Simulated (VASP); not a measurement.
KI:

```
K I
1.0
     0.00000    3.54428    3.54428
     3.54428    0.00000    3.54428
     3.54428    3.54428    0.00000
K I
1 1
Direct
  0.00000 0.00000 0.00000
  0.50000 0.50000 0.50000
```

Base run:

* Program: VASP 6.6.1
* Functional: PBE
* Potentials or basis: VASP PAW PBE potentials, release 64 (K_sv, I)
* Cutoff: 520 eV
* k mesh: 4 × 4 × 4
* Occupations: gaussian, width 0.01 eV
* Spin: no spin polarisation

Its results: band gap on the k mesh 3.94 eV, direct; pressure 0.5 GPa.

Q: The run is repeated on the same cell with these changes: functional from PBE to PBE0; further incar settings from ALGO = Normal; EDIFF = 1e-07; NBANDS = 15 to ALGO = Normal; EDIFF = 1e-06; NBANDS = 15. What comes out?

A: Band gap on the k mesh 5.64 eV, direct; pressure 0.2 GPa.

Caveats: spin-orbit coupling is left out, which moves the levels of the heavy elements; the PAW data sets were made with another functional, which shifts forces and pressure a little (some runs).

